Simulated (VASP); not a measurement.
A run of VASP 6.6.1 is set up as follows.

Contents of INCAR:

```
SYSTEM = SnTe
  PREC = Accurate
  ENCUT = 520
  EDIFF = 1E-8
  ISMEAR = -1
  SIGMA = 0.08
  LREAL = .FALSE.
  LASPH = .TRUE.
  NELM = 80
  ALGO = Normal
  ISIF = 2
  LWAVE = .FALSE.
  LCHARG = .FALSE.
  GGA = CA
  LEFG = .TRUE.
  NBANDS = 17
```

KPOINTS

```
Automatic mesh
0
G
  11 11 11
  0 0 0
```

Contents of POSCAR:

```
SnTe
1.0
    0.0000000000      3.1029896626      3.1029896626
    3.1029896626      0.0000000000      3.1029896626
    3.1029896626      3.1029896626      0.0000000000
Sn Te
1 1
Direct
    0.0000000000      0.0000000000      0.0000000000
    0.5000000000      0.5000000000      0.5000000000
```

Potentials or basis: VASP PAW LDA potentials, release 64 (Sn_d, Te).

Launch:

```bash
$ cat potpaw_LDA.64/Sn_d/POTCAR potpaw_LDA.64/Te/POTCAR > POTCAR
$ mpirun -np 1 vasp_std > vasp.out
```

**Question.** Predict the pressure.

**Answer.** 0.8 GPa.

Caveat: without QUAD_EFG the Cq values of the log hold for a quadrupole moment of 1 mb, not for the nuclei.
